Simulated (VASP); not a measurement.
Crystal: TaN (rocksalt type).

```xyz
2
Lattice="0.0000 2.1544 2.1544 2.1544 0.0000 2.1544 2.1544 2.1544 0.0000" Properties=species:S:1:pos:R:3 pbc="T T T"
Ta    0.0000    0.0000    0.0000
N     2.1544    2.1544    2.1544
```

* Program: VASP 6.6.1
* Task: relaxation of cell and atoms
* Functional: r2SCAN
* Potentials or basis: VASP PAW PBE potentials, release 64 (Ta_pv, N)
* Cutoff: 600 eV
* k mesh: 17 × 17 × 17
* Occupations: fermi-dirac, width 0.05 eV
* Spin: no spin polarisation

At the start: pressure 26.6 GPa; volume 10.00 Å³/atom.

Problem. How do energy, volume and symmetry change on relaxing?

Solution. Over 17 steps the energy falls by 53.2 meV/atom and the volume is 10.68 Å³/atom (+6.8 %); space group Fm-3m (No. 225, to 0.1 Å) before and after.

Step by step:
```tsv
step	energy change (eV)	largest force (eV/Å)	pressure (GPa)	volume (Å³)
1	0.0000	0.0000	26.63	20.00
2	0.4543	0.0000	-40.19	25.21
3	-0.1059	0.0000	-1.44	21.45
4	-0.1063	0.0000	-0.15	21.37
5	-0.1063	0.0000	0.32	21.34
6	-0.1063	0.0000	0.32	21.34
7	-0.1063	0.0000	0.32	21.34
8	-0.1063	0.0000	0.28	21.34
9	-0.1063	0.0000	0.27	21.34
10	-0.1063	0.0000	0.27	21.34
11	-0.1063	0.0000	0.27	21.34
12	-0.1063	0.0000	0.27	21.34
13	-0.1063	0.0000	0.27	21.34
14	-0.1063	0.0000	0.26	21.35
15	-0.1063	0.0000	0.25	21.35
16	-0.1063	0.0000	0.12	21.35
17	-0.1063	0.0000	-0.07	21.36
```

Final structure:
```
Ta N
1.0
     0.00000    2.20237    2.20237
     2.20237    0.00000    2.20237
     2.20237    2.20237    0.00000
Ta N
1 1
Direct
  0.00000 0.00000 0.00000
  0.50000 0.50000 0.50000
```

Caveat: the PAW data sets were made with another functional, which shifts forces and pressure a little.
